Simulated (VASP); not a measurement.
Set up this calculation in VASP 6.6.1, as the native input.

* Task: single point
* Functional: PBE
* Potentials or basis: VASP PAW PBE potentials, release 64 (Al, B, As)
* Cutoff: 520 eV
* k mesh: 12 × 12 × 4
* Occupations: gaussian, width 0.02 eV
* Spin: no spin polarisation
* Dipole correction: no
* Further INCAR settings: ALGO = Normal; EDIFF = 1e-07; NBANDS = 21

The structure of AlB2As3 lies in POSCAR:

```
AlB2As3
1.0
    3.5975374583      0.0000000000      0.0000000000
   -1.7987687291      3.1155588299      0.0000000000
    0.0000000000      0.0000000000      9.0577886655
Al B As
1 2 3
Direct
    0.3333333333      0.6666666667      0.6693315899
    0.0000000000      0.0000000000      0.0179143864
    0.6666666667      0.3333333333      0.3203730829
    0.3333333333      0.6666666667      0.9439376094
    0.6666666667      0.3333333333      0.5505043107
    0.0000000000      0.0000000000      0.2479390207
```

These files were run (other wordings do the same):

INCAR

```
PREC = Accurate
ENCUT = 520
EDIFF = 1E-7
ISMEAR = 0
SIGMA = 0.02
LREAL = F
LASPH = T
NELM = 60
ALGO = Normal
ISIF = 2
LWAVE = F
LCHARG = T
GGA = PE
LELF = T
LVHAR = T
NBANDS = 21
```

KPOINTS

```
regular mesh
0
Gamma
  12 12 4
```

Potentials or basis: VASP PAW PBE potentials, release 64 (Al, B, As).

Launch:

```sh
$ cat potpaw_PBE.64/Al/POTCAR potpaw_PBE.64/B/POTCAR potpaw_PBE.64/As/POTCAR > POTCAR
$ mpirun -np 1 vasp_std > vasp.out
```

It gave:

The pressure is 0.4 GPa and the largest force is 0.028 eV/Å. The band gap on the k mesh is 0.34 eV (least direct gap 0.73 eV).

Caveat: semilocal functionals underestimate gaps, and a narrow one can read as zero.

It took 6.1 min on 1 thread of AMD EPYC 7R13 (shared host), peak memory 0.28 GiB.
